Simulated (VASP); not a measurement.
Wanted: the native input for a VASP 6.6.1 run.

| Item | Value |
| --- | --- |
| Task | single point |
| Functional | PBE |
| Potentials or basis | VASP PAW PBE potentials, release 64 (Pb_d, Se) |
| Cutoff | 520 eV |
| k mesh | 7 × 7 × 7 |
| Occupations | gaussian, width 0.02 eV |
| Spin | no spin polarisation |
| Dipole correction | no |
| Further INCAR settings | ALGO = Normal; EDIFF = 1e-06; NBANDS = 17 |

The structure of PbSe lies in POSCAR:

```
PbSe
1.0
    3.7843220000      0.0000000000      0.0000000000
    0.0000000000      3.7843220000      0.0000000000
    0.0000000000      0.0000000000      3.7843220000
Pb Se
1 1
Direct
    0.0000000000      0.0000000000      0.0000000000
    0.5000000000      0.5000000000      0.5000000000
```

The input as run:

INCAR

```
SYSTEM = PbSe
PREC = Accurate
ENCUT = 520
EDIFF = 1E-6
ISMEAR = 0
SIGMA = 0.02
LREAL = .False.
LASPH = .True.
NELM = 80
ALGO = Normal
ISIF = 2
LWAVE = .False.
LCHARG = .False.
GGA = PE
NBANDS = 17
```

KPOINTS

```
Automatic mesh
0
Gamma
  7 7 7
  0 0 0
```

Potentials or basis: VASP PAW PBE potentials, release 64 (Pb_d, Se).

Run with:

```bash
$ cat potpaw_PBE.64/Pb_d/POTCAR potpaw_PBE.64/Se/POTCAR > POTCAR
$ mpirun -np 1 vasp_std > vasp.out
```

It gave:

```yaml
Pressure: -0.2 GPa
Band_gap_on_the_k_mesh: zero (band 10 reaches 5.29 eV, above the bottom of band 11 at 5.19 eV)
```

Caveat: spin-orbit coupling is left out, which moves the levels of the heavy elements.

Wall time 8 s on 1 thread of Intel(R) Xeon(R) Platinum 8559C (Emerald Rapids) (shared host), peak memory 0.16 GiB.
